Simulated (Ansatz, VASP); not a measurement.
# Two plane-wave programs on InSe

Contents of INCAR:

```
SYSTEM = InSe
PREC = Accurate ; ENCUT = 520
EDIFF = 1E-6 ; ISMEAR = 0
SIGMA = 0.02 ; LREAL = .FALSE.
LASPH = .TRUE. ; NELM = 100
ALGO = Normal ; ISIF = 2
LWAVE = .FALSE. ; LCHARG = .TRUE.
GGA = PE ; LELF = .TRUE.
LVHAR = .TRUE. ; NBANDS = 48
```

File KPOINTS:

```
Automatic mesh
0
G
  12 12 2
  0 0 0
```

The input POSCAR:

```
InSe
1.0
    4.0862766340      0.0000000000      0.0000000000
   -2.0431383170      3.5388193720      0.0000000000
    0.0000000000      0.0000000000     18.7098134137
In Se
4 4
Direct
    0.3333333333      0.6666666667      0.1745454330
    0.6666666667      0.3333333333      0.6745454330
    0.3333333333      0.6666666667      0.3254545670
    0.6666666667      0.3333333333      0.8254545670
    0.3333333333      0.6666666667      0.6065304898
    0.6666666667      0.3333333333      0.1065304898
    0.3333333333      0.6666666667      0.8934695102
    0.6666666667      0.3333333333      0.3934695102
```

Input for Ansatz:

```yaml
crystal:
  lattice:
    - [4.086276634, 0.0, 0.0]
    - [-2.043138317, 3.538819372, 0.0]
    - [0.0, 0.0, 18.7098134137]
  atoms:
    - { symbol: In, position: [0.3333333333, 0.6666666667, 0.174545433] }
    - { symbol: In, position: [0.6666666667, 0.3333333333, 0.674545433] }
    - { symbol: In, position: [0.3333333333, 0.6666666667, 0.325454567] }
    - { symbol: In, position: [0.6666666667, 0.3333333333, 0.825454567] }
    - { symbol: Se, position: [0.3333333333, 0.6666666667, 0.6065304898] }
    - { symbol: Se, position: [0.6666666667, 0.3333333333, 0.1065304898] }
    - { symbol: Se, position: [0.3333333333, 0.6666666667, 0.8934695102] }
    - { symbol: Se, position: [0.6666666667, 0.3333333333, 0.3934695102] }
basis:
  ecutwfc: 420
kpoints:
  mp_grid: { grid: [12, 12, 2] }
hamiltonian:
  xc: pbe
scf:
  occupations: { method: gaussian, width: 0.02 }
output:
  forces: false
  stress: false
  eigenvalues: true
  eigenstates:
    kpoints:
      - [0.0, 0.0, 0.0]
      - [0.013007023, -0.006503511, 0.0]
      - [-0.013007023, 0.006503511, 0.0]
      - [0.0, 0.011264412, 0.0]
      - [0.0, -0.011264412, 0.0]
      - [0.0, 0.0, 0.059555186]
      - [0.0, 0.0, -0.059555186]
      - [0.009197354, 0.003366465, 0.0]
      - [-0.009197354, -0.003366465, 0.0]
      - [0.009197354, -0.004598677, 0.042111876]
      - [-0.009197354, 0.004598677, -0.042111876]
      - [0.0, 0.007965142, 0.042111876]
      - [0.0, -0.007965142, -0.042111876]
      - [0.007509608, 0.002748707, 0.034384203]
      - [-0.007509608, -0.002748707, -0.034384203]
      - [0.0, 0.0, 0.0]
      - [0.013007023, -0.006503511, 0.0]
      - [-0.013007023, 0.006503511, 0.0]
      - [0.0, 0.011264412, 0.0]
      - [0.0, -0.011264412, 0.0]
      - [0.0, 0.0, 0.059555186]
      - [0.0, 0.0, -0.059555186]
      - [0.009197354, 0.003366465, 0.0]
      - [-0.009197354, -0.003366465, 0.0]
      - [0.009197354, -0.004598677, 0.042111876]
      - [-0.009197354, 0.004598677, -0.042111876]
      - [0.0, 0.007965142, 0.042111876]
      - [0.0, -0.007965142, -0.042111876]
      - [0.007509608, 0.002748707, 0.034384203]
      - [-0.007509608, -0.002748707, -0.034384203]
    e_range: [-2.296, 2.296]
checkpoint:
  read: start.run
  write: ck
  compress: false
  write_wavefunctions: false
  write_every: 100000
```

Alike in both runs: task single point; functional PBE; k mesh 12 × 12 × 2; occupations gaussian, width 0.02 eV; no spin polarisation.

|  | VASP | Ansatz |
| --- | --- | --- |
| version | VASP 6.6.1 | Ansatz 0.2.0 |
| potentials or method | VASP PAW PBE potentials, release 64 (In_d, Se), cutoff 520 eV | scalar-relativistic, plane waves, PAW |
| valence electrons in the cell | 76 | 116 |

```csv
,VASP,Ansatz,Ansatz less VASP
gap on the k mesh at the Fermi level (eV),0.79,0.80,+0.011
least direct gap on the mesh (eV),0.79,0.80,+0.011
```

VASP's potentials hold 76 valence electrons a cell and Ansatz's 116, so a difference there can come from the potentials and not from the codes.
